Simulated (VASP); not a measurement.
# SnO2 in VASP: a series of runs, part 2 of 3

VASP 6.6.1. Earlier steps stand in the parts before.

## Step 3: Single point, LDA

This run uses another cell than the first one, of 11.86 Å³/atom.

Contents of INCAR:

```
SYSTEM = SnO2
PREC = Accurate ; ENCUT = 520
EDIFF = 1E-7 ; ISMEAR = 0
SIGMA = 0.02 ; LREAL = .FALSE.
LASPH = .TRUE. ; NELM = 80
ALGO = Normal ; ISIF = 2
LWAVE = .FALSE. ; LCHARG = .FALSE.
NBANDS = 35
```

Contents of KPOINTS:

```
regular mesh
0
G
  6 6 8
  0 0 0
```

Contents of POSCAR:

```
SnO2
1.0
    4.7212714757      0.0000000000      0.0000000000
    0.0000000000      4.7242464866      0.0000000000
    0.0000000000      0.0000000000      3.1900194031
Sn O
2 4
Direct
    0.5000000000      0.5000000000      0.5000000000
    0.0000000000      0.0000000000      0.0000000000
    0.3055669669      0.3065721211      0.0000000000
    0.8055669669      0.1934278789      0.5000000000
    0.1944330331      0.8065721211      0.5000000000
    0.6944330331      0.6934278789      0.0000000000
```

Potentials or basis: VASP PAW LDA potentials, release 64 (Sn_d, O).

The run is started by

```
$ cat potpaw_LDA.64/Sn_d/POTCAR potpaw_LDA.64/O/POTCAR > POTCAR
$ mpirun -np 1 vasp_std > vasp.out
```

OUTCAR:

```text
SYSTEM = SnO2
   PREC = Accurate
   ENCUT = 520
   EDIFF = 1E-7
   ISMEAR = 0
   LREAL = .FALSE.
   LASPH = .TRUE.
   NELM = 80
   ISIF = 2

 ion  position               nearest neighbor table
   1  0.500  0.500  0.500-   4 2.04   5 2.04   3 2.05   6 2.05   3 2.05   6 2.05   2 3.70   2 3.70
                             2 3.70   2 3.70   2 3.70   2 3.70   2 3.70   2 3.70
   2  0.000  0.000  0.000-   3 2.04   6 2.04   5 2.05   4 2.05   4 2.05   5 2.05   1 3.70   1 3.70
                             1 3.70   1 3.70   1 3.70   1 3.70   1 3.70   1 3.70
   3  0.306  0.307  0.000-   2 2.04   1 2.05   1 2.05
   4  0.806  0.193  0.500-   1 2.04   2 2.05   2 2.05
   5  0.194  0.807  0.500-   1 2.04   2 2.05   2 2.05
   6  0.694  0.693  0.000-   2 2.04   1 2.05   1 2.05

  LATTYP: Found a simple orthorhombic cell.
 ALAT       =     3.1900194031
 B/A-ratio  =     1.4800134040
 C/A-ratio  =     1.4809460037

  Lattice vectors:

 A1 = (   0.0000000000,   0.0000000000,   3.1900194031)
 A2 = (   4.7212714757,   0.0000000000,   0.0000000000)
 A3 = (   0.0000000000,   4.7242464866,   0.0000000000)

Analysis of symmetry for initial positions (statically):
=====================================================================
 Subroutine PRICEL returns:
 Original cell was already a primitive cell.

 Routine SETGRP: Setting up the symmetry group for a
 simple orthorhombic supercell.

 Subroutine GETGRP returns: Found  8 space group operations
 (whereof  4 operations were pure point group operations)
 out of a pool of  8 trial point group operations.

The static configuration has the point symmetry C_2h.
 The point group associated with its full space group is D_2h.

Analysis of symmetry for dynamics (positions and initial velocities):
=====================================================================
 Subroutine PRICEL returns:
 Original cell was already a primitive cell.

 Routine SETGRP: Setting up the symmetry group for a
 simple orthorhombic supercell.

 Subroutine GETGRP returns: Found  8 space group operations
 (whereof  4 operations were pure point group operations)
 out of a pool of  8 trial point group operations.

The dynamic configuration has the point symmetry C_2h.
 The point group associated with its full space group is D_2h.

 Subroutine INISYM returns: Found  8 space group operations
 (whereof  4 operations are pure point group operations),
 and found     1 'primitive' translations

----------------------------------------------------------------------------------------

                                     Primitive cell

  volume of cell :      71.1516

  direct lattice vectors                    reciprocal lattice vectors
     4.721271476  0.000000000  0.000000000     0.211807350  0.000000000  0.000000000
     0.000000000  4.724246487  0.000000000     0.000000000  0.211673968  0.000000000
     0.000000000  0.000000000  3.190019403     0.000000000  0.000000000  0.313477717

  length of vectors
     4.721271476  4.724246487  3.190019403     0.211807350  0.211673968  0.313477717

  position of ions in fractional coordinates (direct lattice)
     0.500000000  0.500000000  0.500000000
     0.000000000  0.000000000  0.000000000
     0.305566967  0.306572121  0.000000000
     0.805566967  0.193427879  0.500000000
     0.194433033  0.806572121  0.500000000
     0.694433033  0.693427879  0.000000000

  ion indices of the primitive-cell ions
   primitive index   ion index
                 1           1
[... 33 lines left out ...]
            Coordinates               Weight
  0.000000  0.000000  0.000000      1.000000
  0.166667  0.000000  0.000000      2.000000
  0.333333  0.000000  0.000000      2.000000
  0.500000  0.000000  0.000000      1.000000
  0.000000  0.166667  0.000000      2.000000
  0.166667  0.166667  0.000000      4.000000
[... 16 lines left out ...]
  0.333333  0.166667  0.125000      8.000000
  0.500000  0.166667  0.125000      4.000000
 [... further k-points ...]
   k-points           NKPTS =     80   k-points in BZ     NKDIM =     80   number of bands    NBANDS=     35
   number of dos      NEDOS =    301   number of ions     NIONS =      6
   total plane-waves  NPLWV =  31104
   dimension x,y,z NGX =    36 NGY =   36 NGZ =   24
   dimension x,y,z NGXF=    72 NGYF=   72 NGZF=   48
   ions per type =               2   4
   NGX,Y,Z   is equivalent  to a cutoff of  12.68, 12.67, 12.51 a.u.
   NGXF,Y,Z  is equivalent  to a cutoff of  25.35, 25.34, 25.01 a.u.
 SYSTEM =  SnO2
   PREC   = accura    normal or accurate (medium, high low for compatibility)
   ISTART =      0    job   : 0-new  1-cont  2-samecut
   ICHARG =      2    charge: 1-file 2-atom 10-const
   ISPIN  =      1    spin polarized calculation?
   LNONCOLLINEAR =      F non collinear calculations
   LSORBIT =      F    spin-orbit coupling
   LASPH  =      T    aspherical Exc in radial PAW
   ENCUT  =  520.0 eV  38.22 Ry    6.18 a.u.   8.78  8.78  5.93*2*pi/ulx,y,z
   NELM   =     80;   NELMIN=  2; NELMDL= -5     # of ELM steps
   EDIFF  = 0.1E-06   stopping-criterion for ELM
   LREAL  =      F    real-space projection
   EDIFFG = 0.1E-05   stopping-criterion for IOM
   NSW    =      0    number of steps for IOM
   IBRION =     -1    ionic relax: 0-MD 1-quasi-New 2-CG
   NFREE  =      0    steps in history (QN), initial steepest desc. (CG)
   ISIF   =      2    stress and relaxation
   ISYM   =      2    0-nonsym 1-usesym 2-fastsym
   POTIM  = 0.5000    time-step for ionic-motion
   TEBEG  =    0.0;   TEEND  =   0.0 temperature during run
   PSTRESS=    0.0 pullay stress
   NELECT =      52.0000    total number of electrons
   NUPDOWN=      -1.0000    fix difference up-down
   EMIN   =  10.00;   EMAX   =-10.00  energy-range for DOS
   EFERMI =   0.00;   METHOD = LEGACY
   ISMEAR =     0;   SIGMA  =   0.02  broadening in eV -4-tet -1-fermi 0-gaus
   EFERMI_NEDOS =   21; number of points for ismear=-14 and -15
   IALGO  =     38    algorithm
   IMIX   =      4    mixing-type and parameters
     AMIX     =   0.40;   BMIX     =  1.00
     AMIX_MAG =   1.60;   BMIX_MAG =  1.00
  volume/ion in A,a.u.               =      11.86        80.03
  Fermi-wavevector in a.u.,A,eV,Ry     =   1.474623  2.786633 29.586044  2.174513
  Thomas-Fermi vector in A             =   2.589372
   LORBIT       =      0    0 simple, 1 ext, 2 COOP (PROOUT), +10 PAW based schemes
   GGA     = CA    functional components
   LHFCALC =     F    Hartree Fock is set to
   AEXX    =    0.0000 exact exchange contribution
   IVDW    =     0    specifies the selected vdW correction
   LEPSILON=     F    determine dielectric tensor
   LRPA    =     F    only Hartree local field effects (RPA)
 non-spin polarized calculation
 Gauss-broadening in eV      SIGMA  =   0.02
  energy-cutoff  :      520.00
  volume of cell :       71.15
 maximum number of plane-waves:      1944
 NGX is ok and might be reduce to    36
   NGX = 17   NGY = 17   NGZ = 11

 number of electron      51.9999988 magnetization

 Free energy of the ion-electron system (eV)
  ---------------------------------------------------
  ext. energy  EPLUGINS =         0.00000000
  ---------------------------------------------------
  free energy    TOTEN  =       -42.27985928 eV

  energy without entropy =      -42.27985928  energy(sigma->0) =      -42.27985928

 E-fermi :   6.0158     XC(G=0): -11.8307

 val. band max:        5.9337941666   @ k =   0.0000   0.0000   0.0000
 cond. band min:       7.1300583883   @ k =   0.0000   0.0000   0.0000
 fundamental gap:      1.1962642217
 Fermi energy:         6.0157785969

 k-point     1 :       0.0000    0.0000    0.0000
  band No.  band energies     occupation
      1     -15.0841      2.00000
      2     -14.3043      2.00000
      3     -14.0292      2.00000
      4     -14.0102      2.00000
      5     -14.0101      2.00000
      6     -13.9321      2.00000
[... 901 lines left out ...]
     34      18.0309      0.00000
     35      18.2254      0.00000

 [... further k-points ...]
[... 5 lines left out ...]
  --------------------------------------------------------------------------------------
  -------------------------------------------------------------------------------------
  Total        0.4038038      0.3986718      0.6261606     -0.0000000      0.0000000      0.0000000
  in kB        9.0927682      8.9772067     14.0997527     -0.0000000      0.0000000      0.0000000
  external PRESSURE =      10.7232425 kB  Pullay stress =       0.0000000 kB

 VOLUME and BASIS-vectors are now :
 -----------------------------------------------------------------------------
  energy-cutoff  :      520.00
  volume of cell :       71.15
      direct lattice vectors                 reciprocal lattice vectors
     4.721271476  0.000000000  0.000000000     0.211807350  0.000000000  0.000000000
     0.000000000  4.724246487  0.000000000     0.000000000  0.211673968  0.000000000
     0.000000000  0.000000000  3.190019403     0.000000000  0.000000000  0.313477717

 POSITION                                       TOTAL-FORCE (eV/Angst)
 -----------------------------------------------------------------------------------
      2.36064      2.36212      1.59501         0.000000      0.000000      0.000000
      0.00000      0.00000      0.00000         0.000000      0.000000      0.000000
      1.44266      1.44832      0.00000        -0.014426     -0.016415     -0.000000
      3.80330      0.91380      1.59501        -0.014426      0.016415     -0.000000
      0.91797      3.81045      1.59501         0.014426     -0.016415      0.000000
      3.27861      3.27592      0.00000         0.014426      0.016415      0.000000
 -----------------------------------------------------------------------------------
    total drift:                                0.000000      0.000000      0.000000

  FREE ENERGIE OF THE ION-ELECTRON SYSTEM (eV)
  ---------------------------------------------------
  free  energy   TOTEN  =       -42.2798592781 eV

  energy  without entropy=      -42.2798592781  energy(sigma->0) =      -42.27985928
```

OSZICAR:

```text
N       E                     dE             d eps       ncg     rms          rms(c)
DAV:   1     0.623927026349E+03    0.62393E+03   -0.25648E+04  6236   0.234E+03
DAV:   2     0.519246928820E+02   -0.57200E+03   -0.53933E+03  5968   0.611E+02
DAV:   3    -0.433797797976E+02   -0.95304E+02   -0.93731E+02  6114   0.208E+02
DAV:   4    -0.483270363996E+02   -0.49473E+01   -0.49128E+01  7042   0.508E+01
DAV:   5    -0.484572749010E+02   -0.13024E+00   -0.13005E+00  7022   0.875E+00    0.159E+01
DAV:   6    -0.423471052206E+02    0.61102E+01   -0.16866E+01  8941   0.644E+01    0.642E+00
DAV:   7    -0.423737480077E+02   -0.26643E-01   -0.19645E+00  6492   0.789E+00    0.320E+00
DAV:   8    -0.422942919886E+02    0.79456E-01   -0.21075E-01  8679   0.423E+00    0.722E-01
DAV:   9    -0.422797287217E+02    0.14563E-01   -0.32247E-02  9284   0.302E+00    0.129E-01
DAV:  10    -0.422798445455E+02   -0.11582E-03   -0.33261E-03  7404   0.460E-01    0.495E-02
DAV:  11    -0.422798588847E+02   -0.14339E-04   -0.13519E-04  9039   0.126E-01    0.215E-02
DAV:  12    -0.422798619179E+02   -0.30331E-05   -0.14127E-05  6667   0.257E-02    0.136E-02
DAV:  13    -0.422798591967E+02    0.27212E-05   -0.87690E-06  8073   0.429E-02    0.144E-03
DAV:  14    -0.422798592781E+02   -0.81367E-07   -0.90245E-07  7506   0.754E-03
   1 F= -.42279859E+02 E0= -.42279859E+02  d E =-.197399E-11
```

stdout:

```text
POSCAR found type information on POSCAR SnO
 POSCAR found :  2 types and       6 ions
 scaLAPACK will be used
 LDA part: xc-table for (Slater(with rela. corr.)+CA(PZ))
 , standard interpolation
 POSCAR, INCAR and KPOINTS ok, starting setup
 FFT: planning ... GRIDC
 FFT: planning ... GRID_SOFT
 FFT: planning ... GRID
 WAVECAR not read
 entering main loop
```

It took 3.2 min on 1 thread of Intel Xeon 8259CL, shared host; peak memory 0.26 GiB.

Results:

| Item | Value |
| --- | --- |
| Free energy | -42.2799 eV |
| Pressure | 1.1 GPa |
| Largest force | 0.022 eV/Å |
| Band gap on the k mesh | 1.20 eV |

Forces on the atoms (eV/Å):
```
Sn   0.000  0.000  0.000
Sn   0.000  0.000  0.000
O   -0.014 -0.016  0.000
O   -0.014  0.016  0.000
O    0.014 -0.016  0.000
O    0.014  0.016  0.000
```

Stress tensor (GPa, compression positive):
```
0.91 0.00 0.00
0.00 0.90 0.00
0.00 0.00 1.41
```

Caveat: spin-orbit coupling is left out, which moves the levels of the heavy elements.

## Step 4: Single point, LDA (strain along c alone, the other axes held: +2.0 %, then relaxed in part)

Contents of INCAR:

```
SYSTEM = SnO2
ALGO = Normal
EDIFF = 1E-7
ENCUT = 520
ISIF = 2
ISMEAR = 0
LASPH = .True.
LCHARG = .False.
LREAL = .False.
LWAVE = .False.
NBANDS = 35
NELM = 80
PREC = Accurate
SIGMA = 0.02
```

Contents of KPOINTS:

```
k-points
0
Gamma
  6 6 8
  0 0 0
```

Contents of POSCAR:

```
SnO2
1.0
    4.7212714757      0.0000000000      0.0000000000
    0.0000000000      4.7242464866      0.0000000000
    0.0000000000      0.0000000000      3.2538197911
Sn O
2 4
Direct
    0.5000000000      0.5000000000      0.5000000000
    0.0000000000      0.0000000000      0.0000000000
    0.3066105995      0.3071523817      0.0000000000
    0.8066105995      0.1928476183      0.5000000000
    0.1933894005      0.8071523817      0.5000000000
    0.6933894005      0.6928476183      0.0000000000
```

The run is started by

```
$ cat potpaw_LDA.64/Sn_d/POTCAR potpaw_LDA.64/O/POTCAR > POTCAR
$ mpirun -np 1 vasp_std > vasp.out
```

Wall time 3.5 min (1 thread of Intel Xeon 8259CL, shared host); peak memory 0.26 GiB.

Results (log left out):

- Free energy: -42.2568 eV
- Pressure: -3.7 GPa
- Largest force: 0.013 eV/Å
- Band gap on the k mesh: 0.92 eV

Forces on the atoms (eV/Å):
```
Sn   0.000  0.000  0.000
Sn   0.000  0.000  0.000
O   -0.009 -0.010  0.000
O   -0.009  0.010  0.000
O    0.009 -0.010  0.000
O    0.009  0.010  0.000
```

Stress tensor (GPa, compression positive):
```
-2.09  0.00  0.00
 0.00 -2.12  0.00
 0.00  0.00 -6.80
```

Levels at points of the mesh, in eV from the valence-band top:
```tsv
k point	band 23	band 24	band 25	band 26	band 27	band 28	band 29	band 30
(0.00, 0.00, 0.00)	-1.32	-0.76	-0.76	0.00	0.92	5.58	5.84	5.85
(0.50, 0.00, 0.00)	-1.27	-1.27	-0.62	-0.62	4.12	4.12	6.57	6.57
(0.00, 0.50, 0.00)	-1.27	-1.27	-0.62	-0.62	4.13	4.13	6.58	6.58
(0.50, 0.50, 0.00)	-1.41	-1.41	-0.85	-0.85	4.44	4.44	7.09	7.09
(0.00, 0.00, 0.50)	-1.68	-1.68	-1.25	-1.25	5.83	5.83	9.45	9.45
(0.50, 0.00, 0.50)	-1.08	-1.08	-0.69	-0.69	6.13	6.13	7.84	7.84
(0.00, 0.50, 0.50)	-1.08	-1.08	-0.69	-0.69	6.13	6.13	7.83	7.83
(0.50, 0.50, 0.50)	-0.95	-0.95	-0.79	-0.79	4.58	4.58	8.54	8.54
```

Caveat: the cell differs from its parent crystal (strain along c alone, the other axes held: +2.0 %, then relaxed in part); the cell stands under tension; spin-orbit coupling is left out, which moves the levels of the heavy elements.

(Part 2 of 3 ends here.)
